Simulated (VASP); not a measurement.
# Nd2Y2Cl (P4/mmm) in VASP: single point with PBE

Aim: the single point of Nd2Y2Cl with PBE.

All numbers are computed with VASP 6.6.1; they aren't measurements. Logs are shortened: lines on timing, memory, paths and dates and some standing lists are left out, and cuts for length are marked.

## (1) The cell of the first run

The structure is tetragonal, space group P4/mmm (No. 123). The conventional cell has a = 4.267 Å, b = 4.267 Å, c = 9.574 Å, α = 90.00°, β = 90.00°, γ = 90.00°. Within 4.0 Å of Nd (site symmetry mmm) lie 4 Nd at 3.02 Å and 4 Y at 3.61 Å. Within 4.7 Å of Y (site symmetry 4mm) lie 4 Cl at 3.55 Å and 4 Nd at 3.61 Å and 5 Y at 3.74 to 4.27 Å. Within 4.7 Å of Cl (site symmetry 4/mmm) lie 8 Y at 3.55 Å and 4 Cl at 4.27 Å.

The cell was built from a structure type or drawn by symmetry, and may not be a known phase.

## (2) Single point, PBE

INCAR reads:

```
SYSTEM = Nd2Y2Cl
PREC = Accurate
ENCUT = 500
EDIFF = 1E-6
ISMEAR = 0
SIGMA = 0.2
LREAL = .False.
LASPH = .True.
NELM = 200
ALGO = Normal
ISIF = 2
LWAVE = .False.
LCHARG = .True.
GGA = PE
LELF = .True.
LVHAR = .True.
NBANDS = 34
GGA_COMPAT = .False.
LMAXMIX = 6
```

KPOINTS reads:

```
regular mesh
0
Gamma
  4 4 3
  0 0 0
```

POSCAR reads:

```
Nd2Y2Cl
1.0
    4.2668335673      0.0000000000      0.0000000000
    0.0000000000      4.2668335673      0.0000000000
    0.0000000000      0.0000000000      9.5737352908
Nd Y Cl
2 2 1
Direct
    0.5000000000      0.0000000000      0.5000000000
    0.0000000000      0.5000000000      0.5000000000
    0.5000000000      0.5000000000      0.8047992636
    0.5000000000      0.5000000000      0.1952007364
    0.0000000000      0.0000000000      0.0000000000
```

Potentials or basis: VASP PAW PBE potentials, release 64 (Nd_3, Y_sv, Cl), 4f in core.

Started as:

```bash
cat potpaw_PBE.64/Nd_3/POTCAR potpaw_PBE.64/Y_sv/POTCAR potpaw_PBE.64/Cl/POTCAR > POTCAR
mpirun -np 1 vasp_std > vasp.out
```

OUTCAR:

```text
SYSTEM = Nd2Y2Cl
   PREC = Accurate
   ENCUT = 500
   EDIFF = 1E-6
   ISMEAR = 0
   LREAL = .False.
   LASPH = .True.
   NELM = 200
   ISIF = 2
   GGA = PE

 ion  position               nearest neighbor table
   1  0.500  0.000  0.500-   2 3.02   2 3.02   2 3.02   2 3.02   3 3.61   4 3.61   4 3.61   3 3.61

   2  0.000  0.500  0.500-   1 3.02   1 3.02   1 3.02   1 3.02   4 3.61   3 3.61   4 3.61   3 3.61

   3  0.500  0.500  0.805-   1 3.61   2 3.61   1 3.61   2 3.61   4 3.74
   4  0.500  0.500  0.195-   1 3.61   2 3.61   1 3.61   2 3.61   3 3.74
   5  0.000  0.000  0.000-

  LATTYP: Found a simple tetragonal cell.
 ALAT       =     4.2668335673
 C/A-ratio  =     2.2437564390

  Lattice vectors:

 A1 = (   4.2668335673,   0.0000000000,   0.0000000000)
 A2 = (   0.0000000000,   4.2668335673,   0.0000000000)
 A3 = (   0.0000000000,   0.0000000000,   9.5737352908)

Analysis of symmetry for initial positions (statically):
=====================================================================
 Subroutine PRICEL returns:
 Original cell was already a primitive cell.

 Routine SETGRP: Setting up the symmetry group for a
 simple tetragonal supercell.

 Subroutine GETGRP returns: Found 16 space group operations
 (whereof 16 operations were pure point group operations)
 out of a pool of 16 trial point group operations.

The static configuration has the point symmetry D_4h.

Analysis of symmetry for dynamics (positions and initial velocities):
=====================================================================
 Subroutine PRICEL returns:
 Original cell was already a primitive cell.

 Routine SETGRP: Setting up the symmetry group for a
 simple tetragonal supercell.

 Subroutine GETGRP returns: Found 16 space group operations
 (whereof 16 operations were pure point group operations)
 out of a pool of 16 trial point group operations.

The dynamic configuration has the point symmetry D_4h.

 Subroutine INISYM returns: Found 16 space group operations
 (whereof 16 operations are pure point group operations),
 and found     1 'primitive' translations

----------------------------------------------------------------------------------------

                                     Primitive cell

  volume of cell :     174.2982

  direct lattice vectors                    reciprocal lattice vectors
     4.266833567  0.000000000  0.000000000     0.234365832  0.000000000  0.000000000
     0.000000000  4.266833567  0.000000000     0.000000000  0.234365832  0.000000000
     0.000000000  0.000000000  9.573735291     0.000000000  0.000000000  0.104452439

  length of vectors
     4.266833567  4.266833567  9.573735291     0.234365832  0.234365832  0.104452439

  position of ions in fractional coordinates (direct lattice)
     0.500000000  0.000000000  0.500000000
     0.000000000  0.500000000  0.500000000
     0.500000000  0.500000000  0.804799264
     0.500000000  0.500000000  0.195200736
     0.000000000  0.000000000  0.000000000

  ion indices of the primitive-cell ions
   primitive index   ion index
                 1           1
                 2           2
                 3           3
                 4           4
                 5           5

----------------------------------------------------------------------------------------

 KPOINTS: regular mesh

Automatic generation of k-mesh.
 Grid dimensions read from file:
 generate k-points for:    4    4    3

 Generating k-lattice:

  Cartesian coordinates                     Fractional coordinates (reciprocal lattice)
     0.058591458  0.000000000  0.000000000     0.250000000  0.000000000  0.000000000
     0.000000000  0.058591458  0.000000000     0.000000000  0.250000000  0.000000000
     0.000000000  0.000000000  0.034817480     0.000000000  0.000000000  0.333333333

  Length of vectors
     0.058591458  0.058591458  0.034817480

  Shift w.r.t. Gamma in fractional coordinates (k-lattice)
     0.000000000  0.000000000  0.000000000

 Subroutine IBZKPT returns following result:
 ===========================================

 Found     12 irreducible k-points:

 Following reciprocal coordinates:
            Coordinates               Weight
  0.000000  0.000000  0.000000      1.000000
  0.250000  0.000000  0.000000      4.000000
  0.500000  0.000000  0.000000      2.000000
  0.250000  0.250000  0.000000      4.000000
  0.500000  0.250000  0.000000      4.000000
  0.500000  0.500000  0.000000      1.000000
  0.000000  0.000000  0.333333      2.000000
  0.250000  0.000000  0.333333      8.000000
  0.500000  0.000000  0.333333      4.000000
  0.250000  0.250000  0.333333      8.000000
  0.500000  0.250000  0.333333      8.000000
  0.500000  0.500000  0.333333      2.000000
   k-points           NKPTS =     12   k-points in BZ     NKDIM =     12   number of bands    NBANDS=     34
   number of dos      NEDOS =    301   number of ions     NIONS =      5
   total plane-waves  NPLWV =  71680
   dimension x,y,z NGX =    32 NGY =   32 NGZ =   70
   dimension x,y,z NGXF=    64 NGYF=   64 NGZF=  140
   ions per type =               2   2   1
   NGX,Y,Z   is equivalent  to a cutoff of  12.47, 12.47, 12.16 a.u.
   NGXF,Y,Z  is equivalent  to a cutoff of  24.94, 24.94, 24.31 a.u.
 SYSTEM =  Nd2Y2Cl
   PREC   = accura    normal or accurate (medium, high low for compatibility)
   ISTART =      0    job   : 0-new  1-cont  2-samecut
   ICHARG =      2    charge: 1-file 2-atom 10-const
   ISPIN  =      1    spin polarized calculation?
   LNONCOLLINEAR =      F non collinear calculations
   LSORBIT =      F    spin-orbit coupling
   LASPH  =      T    aspherical Exc in radial PAW
   ENCUT  =  500.0 eV  36.75 Ry    6.06 a.u.   7.78  7.78 17.46*2*pi/ulx,y,z
   NELM   =    200;   NELMIN=  2; NELMDL= -5     # of ELM steps
   EDIFF  = 0.1E-05   stopping-criterion for ELM
   LREAL  =      F    real-space projection
   EDIFFG = 0.1E-04   stopping-criterion for IOM
   NSW    =      0    number of steps for IOM
   IBRION =     -1    ionic relax: 0-MD 1-quasi-New 2-CG
   NFREE  =      0    steps in history (QN), initial steepest desc. (CG)
   ISIF   =      2    stress and relaxation
   ISYM   =      2    0-nonsym 1-usesym 2-fastsym
   POTIM  = 0.5000    time-step for ionic-motion
   TEBEG  =    0.0;   TEEND  =   0.0 temperature during run
   PSTRESS=    0.0 pullay stress
   NELECT =      51.0000    total number of electrons
   NUPDOWN=      -1.0000    fix difference up-down
   EMIN   =  10.00;   EMAX   =-10.00  energy-range for DOS
   EFERMI =   0.00;   METHOD = LEGACY
   ISMEAR =     0;   SIGMA  =   0.20  broadening in eV -4-tet -1-fermi 0-gaus
   EFERMI_NEDOS =   21; number of points for ismear=-14 and -15
   IALGO  =     38    algorithm
   IMIX   =      4    mixing-type and parameters
     AMIX     =   0.40;   BMIX     =  1.00
     AMIX_MAG =   1.60;   BMIX_MAG =  1.00
  volume/ion in A,a.u.               =      34.86       235.24
  Fermi-wavevector in a.u.,A,eV,Ry     =   1.086844  2.053838 16.071613  1.181230
  Thomas-Fermi vector in A             =   2.222990
   LORBIT       =      0    0 simple, 1 ext, 2 COOP (PROOUT), +10 PAW based schemes
   GGA     = PE    functional components
   LHFCALC =     F    Hartree Fock is set to
   AEXX    =    0.0000 exact exchange contribution
   IVDW    =     0    specifies the selected vdW correction
   LEPSILON=     F    determine dielectric tensor
   LRPA    =     F    only Hartree local field effects (RPA)
 non-spin polarized calculation
 Gauss-broadening in eV      SIGMA  =   0.20
  energy-cutoff  :      500.00
  volume of cell :      174.30
 maximum number of plane-waves:      4440
 NGX is ok and might be reduce to    32
   NGX = 15   NGY = 15   NGZ = 35

 number of electron      51.0000004 magnetization

 Free energy of the ion-electron system (eV)
  ---------------------------------------------------
  ext. energy  EPLUGINS =         0.00000000
  ---------------------------------------------------
  free energy    TOTEN  =       -23.31124747 eV

  energy without entropy =      -23.14346051  energy(sigma->0) =      -23.22735399

 E-fermi :   2.9764     XC(G=0):  -8.9580

 val. band max:        2.9761037931   @ k =   0.2500   0.2500   0.0000
 cond. band min:       2.9868922004   @ k =   0.2500   0.0000   0.3333
 fundamental gap:      0.0107884073
 Fermi energy:         2.9763951506

 k-point     1 :       0.0000    0.0000    0.0000
  band No.  band energies     occupation
      1     -41.0064      2.00000
      2     -41.0000      2.00000
      3     -34.8270      2.00000
      4     -34.1317      2.00000
      5     -20.9408      2.00000
      6     -20.9408      2.00000
[... 26 lines left out ...]
     33       4.5923      0.00000
     34       4.6457      0.00000

 k-point     2 :       0.2500    0.0000    0.0000
  band No.  band energies     occupation
      1     -41.0054      2.00000
      2     -40.9991      2.00000
      3     -34.7279      2.00000
      4     -34.2363      2.00000
      5     -20.9642      2.00000
      6     -20.9541      2.00000
[... 26 lines left out ...]
     33       4.6478      0.00000
     34       4.7595      0.00000

 k-point     3 :       0.5000    0.0000    0.0000
  band No.  band energies     occupation
      1     -41.0045      2.00000
      2     -40.9982      2.00000
      3     -34.4850      2.00000
      4     -34.4848      2.00000
      5     -20.9873      2.00000
      6     -20.9774      2.00000
[... 26 lines left out ...]
     33       4.7760      0.00000
     34       5.6525      0.00000
[... 260 lines left out ...]
 k-point    11 :       0.5000    0.2500    0.3333
  band No.  band energies     occupation
      1     -41.0035      2.00000
      2     -40.9973      2.00000
      3     -34.4793      2.00000
      4     -34.4792      2.00000
      5     -20.9861      2.00000
      6     -20.9731      2.00000
[... 26 lines left out ...]
     33       4.8143      0.00000
     34       4.9425      0.00000

 k-point    12 :       0.5000    0.5000    0.3333
  band No.  band energies     occupation
      1     -41.0026      2.00000
      2     -40.9964      2.00000
      3     -34.4735      2.00000
      4     -34.4735      2.00000
      5     -20.9830      2.00000
      6     -20.9830      2.00000
[... 26 lines left out ...]
     33       5.3242      0.00000
     34       5.3242      0.00000

------------------------ aborting loop because EDIFF is reached ----------------------------------------

  FORCE on cell =-STRESS in cart. coord.  units (eV):
  Direction    XX          YY          ZZ          XY          YZ          ZX
  --------------------------------------------------------------------------------------
  -------------------------------------------------------------------------------------
  Total        0.0816896      0.0816896     -0.2054809      0.0000000      0.0000000      0.0000000
  in kB        0.7509040      0.7509040     -1.8888140      0.0000000      0.0000000      0.0000000
  external PRESSURE =      -0.1290020 kB  Pullay stress =       0.0000000 kB

 VOLUME and BASIS-vectors are now :
 -----------------------------------------------------------------------------
  energy-cutoff  :      500.00
  volume of cell :      174.30
      direct lattice vectors                 reciprocal lattice vectors
     4.266833567  0.000000000  0.000000000     0.234365832  0.000000000  0.000000000
     0.000000000  4.266833567  0.000000000     0.000000000  0.234365832  0.000000000
     0.000000000  0.000000000  9.573735291     0.000000000  0.000000000  0.104452439

 POSITION                                       TOTAL-FORCE (eV/Angst)
 -----------------------------------------------------------------------------------
      2.13342      0.00000      4.78687         0.000000     -0.000000      0.000000
      0.00000      2.13342      4.78687         0.000000     -0.000000      0.000000
      2.13342      2.13342      7.70494         0.000000      0.000000      0.032820
      2.13342      2.13342      1.86880        -0.000000      0.000000     -0.032820
      0.00000      0.00000      0.00000         0.000000     -0.000000      0.000000
 -----------------------------------------------------------------------------------
    total drift:                                0.000000     -0.000000     -0.000000

  FREE ENERGIE OF THE ION-ELECTRON SYSTEM (eV)
  ---------------------------------------------------
  free  energy   TOTEN  =       -23.3112474729 eV

  energy  without entropy=      -23.1434605066  energy(sigma->0) =      -23.22735399
```

Run time: 45 s. Hardware: 1 thread of Intel Xeon 6975P-C (Granite Rapids), shared host; peak memory 0.29 GiB.

Results:

| Item | Value |
| --- | --- |
| Free energy | -23.3112 eV |
| Pressure | 0.0 GPa |
| Largest force | 0.033 eV/Å |
| Band gap on the k mesh | zero (an odd number of electrons rules out a gap without spin polarisation) |

Forces on the atoms (eV/Å):
```
Nd   0.000  0.000  0.000
Nd   0.000  0.000  0.000
Y    0.000  0.000  0.033
Y    0.000  0.000 -0.033
Cl   0.000  0.000  0.000
```

Caveat: the k points lie up to 0.37 Å⁻¹ apart, too coarse for converged energies and pressures of a metal; spin-orbit coupling is left out, which moves the levels of the heavy elements; the 4f electrons are frozen in the core, so they carry no moment and show no levels; an odd number of electrons without spin polarisation forces a metal; a magnetic or distorted state may lie lower; the run has no spin polarisation, though such a crystal can be magnetic.
